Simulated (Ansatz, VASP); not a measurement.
ZnW2: VASP beside Ansatz

```
Zn W
1.0
     0.00000    3.73814    3.73814
     3.73814    0.00000    3.73814
     3.73814    3.73814    0.00000
Zn W
2 4
Direct
  0.50000 0.50000 0.50000
  0.75000 0.75000 0.75000
  0.12500 0.12500 0.12500
  0.62500 0.12500 0.12500
  0.12500 0.12500 0.62500
  0.12500 0.62500 0.12500
```

Alike in both runs: functional PBE; k mesh 10 × 10 × 10; occupations gaussian, width 0.1 eV; no spin polarisation.

Ansatz relaxed the structure, and its values are those at the end. VASP's run is a single point on that final structure, the one shown.

|  | VASP | Ansatz |
| --- | --- | --- |
| version | VASP 6.6.1 | Ansatz 0.2.0 |
| potentials or method | VASP PAW PBE potentials, release 64 (Zn, W_sv), cutoff 520 eV | scalar-relativistic, plane waves, PAW |
| valence electrons in the cell | 80 | 80 |

```tsv
	VASP	Ansatz	Ansatz less VASP
gap on the k mesh at the Fermi level (eV)	none	none	-
pressure (GPa)	0.5	0.0	-0.49
```

A gap of «none» marks a metal or a gap that the smearing closes.

Neither program's run includes spin-orbit coupling.
